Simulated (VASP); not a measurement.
# NiO (Fm-3m) in VASP: notebook

Runs on NiO. Level: PBE+U. Tasks: single point.

Program: VASP 6.6.1. These are calculated values, not measurements. Logs are shortened: lines on timing, memory, paths and dates and some standing lists are left out, and cuts for length are marked.

## Step 1: The cell of the first run

It takes space group Fm-3m (No. 225, cubic). Conventional cell: a = 4.117 Å, b = 4.117 Å, c = 4.117 Å, α = 90.00°, β = 90.00°, γ = 90.00°. Within 2.7 Å of Ni (site symmetry m-3m) lie 6 O at 2.06 Å. Within 2.7 Å of O (site symmetry m-3m) lie 6 Ni at 2.06 Å.

## Step 2: Single point, PBE+U, collinear spin, ferromagnetic start

Input file INCAR:

```
SYSTEM = NiO
PREC = Accurate
ENCUT = 600
EDIFF = 1E-6
ISMEAR = -1
SIGMA = 0.1
LREAL = .FALSE.
LASPH = .TRUE.
NELM = 200
ALGO = Normal
ISIF = 2
LWAVE = .FALSE.
LCHARG = .TRUE.
ISPIN = 2
MAGMOM = 2 2 0 0
LORBIT = 11
LMAXMIX = 4
LDAU = .TRUE.
LDAUTYPE = 2
LDAUL = 2 -1
LDAUU = 5.37 0
LDAUJ = 0 0
LDAUPRINT = 1
GGA = PE
LELF = .TRUE.
LVHAR = .TRUE.
NBANDS = 28
GGA_COMPAT = .FALSE.
```

Input file KPOINTS:

```
Automatic mesh
0
G
  7 7 7
  0 0 0
```

Input file POSCAR:

```
NiO
1.0
    4.1169358300      2.0584679200      2.0584679200
    2.0584679200      4.1169358300      2.0584679200
    2.0584679200      2.0584679200      4.1169358300
Ni O
2 2
Direct
    0.0000000000      0.0000000000      0.0000000000
    0.5000000000      0.5000000000      0.5000000000
    0.2500000000      0.2500000000      0.2500000000
    0.7500000000      0.7500000000      0.7500000000
```

Potentials or basis: VASP PAW PBE potentials, release 64 (Ni, O).

On the command line:

```sh
cat potpaw_PBE.64/Ni/POTCAR potpaw_PBE.64/O/POTCAR > POTCAR
mpirun -np 1 vasp_std > vasp.out
```

OUTCAR:

```text
SYSTEM = NiO
   PREC = Accurate
   ENCUT = 600
   EDIFF = 1E-6
   ISMEAR = -1
   LREAL = .FALSE.
   LASPH = .TRUE.
   NELM = 200
   ISIF = 2
   ISPIN = 2
   LORBIT = 11
   GGA = PE

 ion  position               nearest neighbor table
   1  0.000  0.000  0.000-   4 2.06   4 2.06   4 2.06   3 2.06   3 2.06   3 2.06   2 2.91   2 2.91
                             2 2.91   2 2.91   2 2.91   2 2.91
   2  0.500  0.500  0.500-   3 2.06   3 2.06   3 2.06   4 2.06   4 2.06   4 2.06   1 2.91   1 2.91
                             1 2.91   1 2.91   1 2.91   1 2.91
   3  0.250  0.250  0.250-   1 2.06   1 2.06   1 2.06   2 2.06   2 2.06   2 2.06
   4  0.750  0.750  0.750-   2 2.06   2 2.06   2 2.06   1 2.06   1 2.06   1 2.06

  LATTYP: Found a trigonal (rhomboedric) cell.
 ALAT       =     5.0421960477
 COS(alpha) =     0.8333333344

  Lattice vectors:

 A1 = (   4.1169358300,   2.0584679200,   2.0584679200)
 A2 = (   2.0584679200,   4.1169358300,   2.0584679200)
 A3 = (   2.0584679200,   2.0584679200,   4.1169358300)

Analysis of symmetry for initial positions (statically):
=====================================================================
 Subroutine PRICEL returns following result:

  LATTYP: Found a face centered cubic cell.
 ALAT       =     4.1169358200
[... 12 lines left out ...]
 Subroutine GETGRP returns: Found 12 space group operations
 (whereof 12 operations were pure point group operations)
 out of a pool of 12 trial point group operations.

The static configuration has the point symmetry D_3d.

Analysis of symmetry for dynamics (positions and initial velocities):
=====================================================================
 Subroutine PRICEL returns following result:

  LATTYP: Found a face centered cubic cell.
 ALAT       =     4.1169358200
[... 12 lines left out ...]
 Subroutine GETGRP returns: Found 12 space group operations
 (whereof 12 operations were pure point group operations)
 out of a pool of 12 trial point group operations.

The dynamic configuration has the point symmetry D_3d.

Analysis of structural, dynamic, and magnetic symmetry:
=====================================================================
 Subroutine PRICEL returns following result:

  LATTYP: Found a face centered cubic cell.
 ALAT       =     4.1169358200
[... 12 lines left out ...]
 Subroutine GETGRP returns: Found 12 space group operations
 (whereof 12 operations were pure point group operations)
 out of a pool of 12 trial point group operations.

The overall configuration has the point symmetry D_3d.
[... 201 lines left out ...]
  o =  0.9827  v =  0.2420  0.5543  0.0000 -0.7963  0.0000  0.0000  0.0000  0.0000  0.0000  0.0000      0.0000  0.0000  0.0000  0.0000  0.0000  0.0000  0.0000  0.0000  0.0000  0.0000
  o =  0.9827  v =  0.5774  0.5774 -0.0000  0.5774 -0.0000  0.0000  0.0000  0.0000  0.0000  0.0000      0.0000  0.0000  0.0000  0.0000  0.0000  0.0000  0.0000  0.0000  0.0000  0.0000
  o =  1.0409  v =  0.0000 -0.0000 -1.0000 -0.0000 -0.0000  0.0000  0.0000  0.0000  0.0000  0.0000      0.0000  0.0000  0.0000  0.0000  0.0000  0.0000  0.0000  0.0000  0.0000  0.0000
  o =  1.0409  v =  0.0000 -0.0000 -0.0000  0.0000  1.0000  0.0000  0.0000  0.0000  0.0000  0.0000      0.0000  0.0000  0.0000  0.0000  0.0000  0.0000  0.0000  0.0000  0.0000  0.0000

 number of electron      32.0000006 magnetization       3.9999921

 Free energy of the ion-electron system (eV)
  ---------------------------------------------------
  ext. energy  EPLUGINS =         0.00000000
  ---------------------------------------------------
  free energy    TOTEN  =       -20.48201458 eV

  energy without entropy =      -20.48200902  energy(sigma->0) =      -20.48201180

 E-fermi :   8.6451     XC(G=0): -12.9029

 val. band max:        7.5889095120   @ k =   0.0000   0.0000   0.0000
 cond. band min:       9.5647696666   @ k =   0.0000   0.0000   0.0000
 fundamental gap:      1.9758601547
 Fermi energy:         8.6450982570

 spin component 1

 k-point     1 :       0.0000    0.0000    0.0000
  band No.  band energies     occupation
      1     -11.8960      1.00000
      2     -10.3265      1.00000
      3      -0.5275      1.00000
      4       0.2487      1.00000
      5       0.2487      1.00000
      6       1.7721      1.00000
[... 1481 lines left out ...]
     27      27.1115      0.00000
     28      28.3675      0.00000

 [... further k-points ...]

------------------------ aborting loop because EDIFF is reached ----------------------------------------

  FORCE on cell =-STRESS in cart. coord.  units (eV):
  Direction    XX          YY          ZZ          XY          YZ          ZX
  --------------------------------------------------------------------------------------
  -------------------------------------------------------------------------------------
  Total        2.7892696      2.7892696      2.7892696      0.0001581      0.0001581      0.0001581
  in kB      128.0881004    128.0881004    128.0881004      0.0072612      0.0072612      0.0072612
  external PRESSURE =     128.0881004 kB  Pullay stress =       0.0000000 kB

 VOLUME and BASIS-vectors are now :
 -----------------------------------------------------------------------------
  energy-cutoff  :      600.00
  volume of cell :       34.89
      direct lattice vectors                 reciprocal lattice vectors
     4.116935830  2.058467920  2.058467920     0.364348648 -0.121449549 -0.121449549
     2.058467920  4.116935830  2.058467920    -0.121449549  0.364348648 -0.121449549
     2.058467920  2.058467920  4.116935830    -0.121449549 -0.121449549  0.364348648

 POSITION                                       TOTAL-FORCE (eV/Angst)
 -----------------------------------------------------------------------------------
      0.00000      0.00000      0.00000        -0.000000     -0.000000      0.000000
      4.11694      4.11694      4.11694         0.000000      0.000000      0.000000
      2.05847      2.05847      2.05847        -0.000000      0.000000     -0.000000
      6.17540      6.17540      6.17540         0.000000     -0.000000     -0.000000
 -----------------------------------------------------------------------------------
    total drift:                                0.000000     -0.000000     -0.000000

  FREE ENERGIE OF THE ION-ELECTRON SYSTEM (eV)
  ---------------------------------------------------
  free  energy   TOTEN  =       -20.4820145845 eV

  energy  without entropy=      -20.4820090206  energy(sigma->0) =      -20.48201180

 total charge

# of ion       s       p       d       tot
------------------------------------------
    1        0.357   0.460   8.260   9.077
    2        0.357   0.460   8.260   9.077
    3        1.544   3.507   0.000   5.052
    4        1.544   3.507   0.000   5.052
--------------------------------------------------
tot          3.803   7.934  16.520  28.257

 magnetization (x)

# of ion       s       p       d       tot
------------------------------------------
    1        0.012   0.014   1.767   1.793
    2        0.012   0.014   1.767   1.793
    3        0.021   0.177   0.000   0.198
    4        0.021   0.177   0.000   0.198
--------------------------------------------------
tot          0.064   0.383   3.535   3.982
```

It took 8 min on 1 thread of Intel Xeon 8259CL, shared host; peak memory 0.33 GiB.

What came out:

```yaml
Free_energy: -20.4820 eV
Pressure: 12.8 GPa
Band_gap_on_the_k_mesh: 1.98 eV
Net_moment: 4.00 μB per cell
Site_moments: Ni +1.79; O +0.20 μB
Valence_electrons_inside_the_program's_atomic_spheres: Ni 9.08; O 5.05
```

Eigenvalues of the final occupation matrices:
| site | spin | trace | eigenvalues |
| --- | --- | --- | --- |
| site 1 d | 1 | 5.03 | 0.98 0.98 0.98 1.04 1.04 |
| site 1 d | 2 | 3.26 | 0.16 0.16 0.98 0.98 0.98 |
| site 2 d | 1 | 5.03 | 0.98 0.98 0.98 1.04 1.04 |
| site 2 d | 2 | 3.26 | 0.16 0.16 0.98 0.98 0.98 |

Caveat: the cell stands under pressure; an odd mesh through Γ misses points on the zone boundary, where band edges can lie. The state reached can hang on the start; a lower one may exist.

## Step 3: Single point, PBE+U, collinear spin, antiferromagnetic start

POSCAR is that of step 2.

Input file INCAR.step1:

```
PREC     = Accurate       # precision mode
ENCUT    = 520            # plane-wave cutoff, eV
EDIFF    = 1E-6           # SCF threshold, eV
ISMEAR   = -1             # smearing method
SIGMA    = 0.1            # smearing width, eV
LREAL    = F              # projectors in reciprocal space
LASPH    = T              # aspherical terms in the spheres
NELM     = 200            # most SCF steps
ALGO     = Normal         # electronic algorithm
ISIF     = 2              # what is computed and relaxed
LWAVE    = F              # write WAVECAR
LCHARG   = T              # write CHGCAR
ISPIN    = 2              # spin polarisation
MAGMOM   = 2 -2 0 0       # initial moments
LMAXMIX  = 4              # l up to which the mixer works
LDAU     = T              # DFT+U
LDAUTYPE = 2            
LDAUL    = 2 -1           # shell
LDAUU    = 5.37 0         # U, eV
LDAUJ    = 0 0          
LDAUPRINT= 1            
GGA      = PE             # functional
NBANDS   = 28             # bands
GGA_COMPAT= F            
NEDOS    = 2001           # points of the DOS
LORBIT   = 11             # projections on sites
```

Input file KPOINTS.step1:

```
regular mesh
0
Gamma
  7 7 7
```

Input file INCAR.step2:

```
PREC     = Accurate       # precision mode
ENCUT    = 520            # plane-wave cutoff, eV
EDIFF    = 1E-6           # SCF threshold, eV
ISMEAR   = -5             # smearing method
SIGMA    = 0.1            # smearing width, eV
LREAL    = F              # projectors in reciprocal space
LASPH    = T              # aspherical terms in the spheres
NELM     = 200            # most SCF steps
ALGO     = Normal         # electronic algorithm
ISIF     = 2              # what is computed and relaxed
LWAVE    = F              # write WAVECAR
LCHARG   = F              # write CHGCAR
ISPIN    = 2              # spin polarisation
MAGMOM   = 2 -2 0 0       # initial moments
LORBIT   = 11             # projections on sites
LMAXMIX  = 4              # l up to which the mixer works
LDAU     = T              # DFT+U
LDAUTYPE = 2            
LDAUL    = 2 -1           # shell
LDAUU    = 5.37 0         # U, eV
LDAUJ    = 0 0          
LDAUPRINT= 1            
GGA      = PE             # functional
NBANDS   = 28             # bands
NEDOS    = 2001           # points of the DOS
ICHARG   = 11             # starting density
GGA_COMPAT= F
```

Input file KPOINTS.step2:

```
regular mesh
0
Gamma
  11 11 11
```

Potentials or basis: VASP PAW PBE potentials, release 64 (Ni, O).

On the command line:

```sh
cat potpaw_PBE.64/Ni/POTCAR potpaw_PBE.64/O/POTCAR > POTCAR
cp INCAR.step1 INCAR
cp KPOINTS.step1 KPOINTS
mpirun -np 1 vasp_std > vasp.out
cp INCAR.step2 INCAR
cp KPOINTS.step2 KPOINTS
mpirun -np 1 vasp_std > vasp.out
```

OUTCAR:

```text
PREC = Accurate
   ENCUT = 520
   EDIFF = 1E-6
   ISMEAR = -5
   LREAL = F
   LASPH = T
   NELM = 200
   ISIF = 2
   ISPIN = 2
   LORBIT = 11
   GGA = PE
   ICHARG = 11

 ion  position               nearest neighbor table
   1  0.000  0.000  0.000-   4 2.06   4 2.06   4 2.06   3 2.06   3 2.06   3 2.06   2 2.91   2 2.91
                             2 2.91   2 2.91   2 2.91   2 2.91
   2  0.500  0.500  0.500-   3 2.06   3 2.06   3 2.06   4 2.06   4 2.06   4 2.06   1 2.91   1 2.91
                             1 2.91   1 2.91   1 2.91   1 2.91
[... 1819 lines left out ...]
  volume of cell :       34.89
      direct lattice vectors                 reciprocal lattice vectors
     4.116935830  2.058467920  2.058467920     0.364348648 -0.121449549 -0.121449549
     2.058467920  4.116935830  2.058467920    -0.121449549  0.364348648 -0.121449549
     2.058467920  2.058467920  4.116935830    -0.121449549 -0.121449549  0.364348648

 POSITION                                       TOTAL-FORCE (eV/Angst)
 -----------------------------------------------------------------------------------
      0.00000      0.00000      0.00000        -0.000000      0.000000     -0.000000
      4.11694      4.11694      4.11694        -0.000000      0.000000      0.000000
      2.05847      2.05847      2.05847         0.000000     -0.000000     -0.000000
      6.17540      6.17540      6.17540         0.000000     -0.000000      0.000000
 -----------------------------------------------------------------------------------
    total drift:                                0.000000     -0.000000     -0.000000

  FREE ENERGIE OF THE ION-ELECTRON SYSTEM (eV)
  ---------------------------------------------------
  free  energy   TOTEN  =       -20.6890068012 eV

  energy  without entropy=      -20.6890068012  energy(sigma->0) =      -20.68900680

 total charge

# of ion       s       p       d       tot
------------------------------------------
    1        0.354   0.455   8.284   9.093
    2        0.354   0.455   8.284   9.093
    3        1.551   3.491   0.000   5.042
    4        1.551   3.491   0.000   5.042
--------------------------------------------------
tot          3.810   7.893  16.568  28.270

 magnetization (x)

# of ion       s       p       d       tot
------------------------------------------
    1       -0.004  -0.008   1.708   1.696
    2        0.004   0.008  -1.708  -1.696
    3        0.000   0.000   0.000   0.000
    4        0.000   0.000   0.000   0.000
--------------------------------------------------
tot          0.000   0.000   0.000   0.000
```

OUTCAR.step1:

```text
PREC = Accurate
   ENCUT = 520
   EDIFF = 1E-6
   ISMEAR = -1
   LREAL = F
   LASPH = T
   NELM = 200
   ISIF = 2
[... 1853 lines left out ...]
    1        0.354   0.455   8.284   9.093
    2        0.354   0.455   8.284   9.093
    3        1.551   3.492   0.000   5.043
    4        1.551   3.492   0.000   5.043
--------------------------------------------------
tot          3.810   7.893  16.567  28.270

 magnetization (x)

# of ion       s       p       d       tot
------------------------------------------
    1       -0.004  -0.008   1.708   1.696
    2        0.004   0.008  -1.708  -1.696
    3        0.000   0.000   0.000   0.000
    4        0.000   0.000   0.000   0.000
--------------------------------------------------
tot          0.000   0.000   0.000   0.000
```

OSZICAR.step1:

```text
N       E                     dE             d eps       ncg     rms          rms(c)
DAV:   1     0.257135037129E+03    0.25714E+03   -0.14673E+04  5228   0.154E+03
DAV:   2     0.633836968957E+01   -0.25080E+03   -0.22391E+03  4996   0.338E+02
DAV:   3    -0.199482168881E+02   -0.26287E+02   -0.24881E+02  5492   0.119E+02
DAV:   4    -0.204560340950E+02   -0.50782E+00   -0.50630E+00  5248   0.168E+01
DAV:   5    -0.204652289961E+02   -0.91949E-02   -0.91940E-02  5744   0.220E+00    0.233E+01
DAV:   6    -0.196786125843E+02    0.78662E+00   -0.14568E+01  6700   0.903E+01    0.245E+01
DAV:   7    -0.203100421233E+02   -0.63143E+00   -0.37793E+00  5912   0.368E+01    0.124E+01
DAV:   8    -0.205663504406E+02   -0.25631E+00   -0.58535E-01  6604   0.108E+01    0.903E+00
DAV:   9    -0.206822235936E+02   -0.11587E+00   -0.77173E-02  5776   0.925E+00    0.139E+00
DAV:  10    -0.206866935411E+02   -0.44699E-02   -0.41263E-02  7004   0.383E+00    0.474E-01
DAV:  11    -0.206884560960E+02   -0.17626E-02   -0.16434E-02  5104   0.129E+00    0.159E-01
DAV:  12    -0.206887344322E+02   -0.27834E-03   -0.27875E-04  5364   0.203E-01    0.902E-02
DAV:  13    -0.206888780756E+02   -0.14364E-03   -0.12940E-04  6400   0.241E-01    0.327E-02
DAV:  14    -0.206888911276E+02   -0.13052E-04   -0.66345E-05  5512   0.995E-02    0.786E-03
DAV:  15    -0.206888925403E+02   -0.14127E-05   -0.33588E-06  5220   0.303E-02    0.472E-03
DAV:  16    -0.206888931471E+02   -0.60680E-06   -0.96280E-07  3820   0.246E-02
   1 F= -.20688893E+02 E0= -.20688893E+02  d E =-.143398E-07  mag=     0.0000
```

It took 19 min on 1 thread of Intel Xeon 8259CL, shared host; peak memory 0.42 GiB.

Results:

```
Net moment                                            : 0.00 μB per cell
Site moments                                          : Ni +1.70, -1.70; O +0.00 μB
Valence electrons inside the program's atomic spheres : Ni 9.09; O 5.04
```

Eigenvalues of the final occupation matrices:
| site | spin | trace | eigenvalues |
| --- | --- | --- | --- |
| site 1 d | 1 | 5.01 | 0.98 0.98 0.98 1.03 1.03 |
| site 1 d | 2 | 3.30 | 0.18 0.18 0.98 0.98 0.98 |
| site 2 d | 1 | 3.30 | 0.18 0.18 0.98 0.98 0.98 |
| site 2 d | 2 | 5.01 | 0.98 0.98 0.98 1.03 1.03 |

The state reached can hang on the start; a lower one may exist.
